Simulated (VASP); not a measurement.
Cu4O:

```
Cu O
1.0
     3.86535    0.00000    0.00000
     0.00000    3.86535    0.00000
     0.00000    0.00000    3.86535
Cu O
4 1
Direct
  0.50000 0.00000 0.00000
  0.00000 0.50000 0.00000
  0.00000 0.00000 0.50000
  0.00000 0.00000 0.00000
  0.50000 0.50000 0.50000
```

| Item | Value |
| --- | --- |
| Program | VASP 6.6.1 |
| Task | relaxation of cell and atoms |
| Functional | PBE |
| Potentials or basis | VASP PAW PBE potentials, release 64 (Cu, O) |
| Cutoff | 600 eV |
| k mesh | 4 × 4 × 4 |
| Occupations | gaussian, width 0.1 eV |
| Spin | collinear spin, ferromagnetic start |
| Starting moments | [1.0, 1.0, 1.0, 1.0, 0.0] μB |

At the start: pressure 60.0 GPa; volume 11.55 Å³/atom.

Problem. Where does the relaxation end?

Solution. Over 4 steps the energy falls by 667.0 meV/atom and the volume is 16.54 Å³/atom (+43.2 %); space group Pm-3m (No. 221, to 0.05 Å); moment 0.00 μB per cell.

The path:
| step | energy change (eV) | largest force (eV/Å) | pressure (GPa) | volume (Å³) |
| --- | --- | --- | --- | --- |
| 1 | 0.0000 | 0.0000 | 59.98 | 57.75 |
| 2 | -2.6646 | 0.0000 | -9.19 | 101.96 |
| 3 | -3.3335 | 0.0000 | 0.39 | 82.10 |
| 4 | -3.3351 | 0.0000 | 0.19 | 82.71 |

Final structure:
```xyz
5
Lattice="4.3570 0.0000 0.0000 0.0000 4.3570 0.0000 0.0000 0.0000 4.3570" Properties=species:S:1:pos:R:3 pbc="T T T"
Cu    2.1785    0.0000    0.0000
Cu    0.0000    2.1785    0.0000
Cu    0.0000    0.0000    2.1785
Cu    0.0000    0.0000    0.0000
O     2.1785    2.1785    2.1785
```

Caveat: the volume moved by over 15 % at a fixed basis, so the end points are rough.
